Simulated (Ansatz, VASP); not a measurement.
# One calculation of Fe, two programs

```xyz
2
Lattice="2.4260 0.0000 0.0000 -1.2130 2.1010 0.0000 0.0000 0.0000 3.8291" Properties=species:S:1:pos:R:3 pbc="T T T"
Fe    0.0000    1.4007    0.9573
Fe    1.2130    0.7003    2.8718
```

Change from the starting cell: volume scaled by 0.99.

Alike in both runs: task single point; functional PBEsol; k mesh 17 × 17 × 10; occupations fermi-dirac, width 0.08 eV; no spin polarisation.

```csv
,VASP,Ansatz
version,VASP 6.6.1,Ansatz 0.2.0
potentials or method,"VASP PAW PBE potentials, release 64 (Fe), cutoff 520 eV","all-electron LAPW, scalar-relativistic"
```

|  | VASP | Ansatz | Ansatz less VASP |
| --- | --- | --- | --- |
| pressure (GPa) | 1.6 | 2.0 | +0.38 |
| traceless stress, the component that is largest in VASP (GPa) | 0.60 | 0.70 | +0.099 |

VASP's potentials were made for PBE, not for PBEsol. Ansatz ran all-electron here, and VASP with PAW potentials.
